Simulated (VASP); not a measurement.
Write the native input for VASP 6.6.1 that does the following.

```
Task                   : single point
Functional             : PBE
Potentials or basis    : VASP PAW PBE potentials, release 64 (Ti_sv, O)
Cutoff                 : 520 eV
k mesh                 : 6 × 6 × 10
Occupations            : gaussian, width 0.02 eV
Spin                   : no spin polarisation
Hubbard terms          : Ti d U = 4.0 eV
Dipole correction      : no
Further INCAR settings : ALGO = Normal; EDIFF = 1e-06; NBANDS = 33
```

The structure of TiO2 lies in POSCAR:

```
TiO2
1.0
    4.7560335948      0.0000000000      0.0000000000
    0.0000000000      4.7560335948      0.0000000000
    0.0000000000      0.0000000000      3.0334380948
Ti O
2 4
Direct
    0.0000000000      0.0000000000      0.0000000000
    0.5000000000      0.5000000000      0.5000000000
    0.3082897242      0.3082897242      0.0000000000
    0.1917102758      0.8082897242      0.5000000000
    0.6917102758      0.6917102758      0.0000000000
    0.8082897242      0.1917102758      0.5000000000
```

The input as run:

INCAR

```
SYSTEM = TiO2
ALGO     = Normal         ! electronic algorithm
EDIFF    = 1E-6           ! SCF threshold, eV
ENCUT    = 520            ! plane-wave cutoff, eV
GGA      = PE             ! functional
ISIF     = 2              ! what is computed and relaxed
ISMEAR   = 0              ! smearing method
LASPH    = .True.         ! aspherical terms in the spheres
LCHARG   = .False.        ! write CHGCAR
LDAU     = .True.         ! DFT+U
LDAUJ    = 0 0          
LDAUL    = 2 -1           ! shell
LDAUPRINT= 1            
LDAUTYPE = 2            
LDAUU    = 4 0            ! U, eV
LMAXMIX  = 4              ! l up to which the mixer works
LREAL    = .False.        ! projectors in reciprocal space
LWAVE    = .False.        ! write WAVECAR
NBANDS   = 33             ! bands
NELM     = 150            ! most SCF steps
PREC     = Accurate       ! precision mode
SIGMA    = 0.02           ! smearing width, eV
```

KPOINTS

```
k-points
0
Gamma
  6 6 10
  0 0 0
```

Potentials or basis: VASP PAW PBE potentials, release 64 (Ti_sv, O).

Command:

```console
$ cat potpaw_PBE.64/Ti_sv/POTCAR potpaw_PBE.64/O/POTCAR > POTCAR
$ mpirun -np 1 vasp_std > vasp.out
```

Results of the run:

The pressure is -6.8 GPa, the largest force is 0.178 eV/Å and the band gap on the k mesh is 2.26 eV.

Caveat: the cell stands under tension.

Wall time 49 s on 1 thread of Intel(R) Xeon(R) 6975P-C (Granite Rapids), with other jobs on the host, peak memory 0.24 GiB.
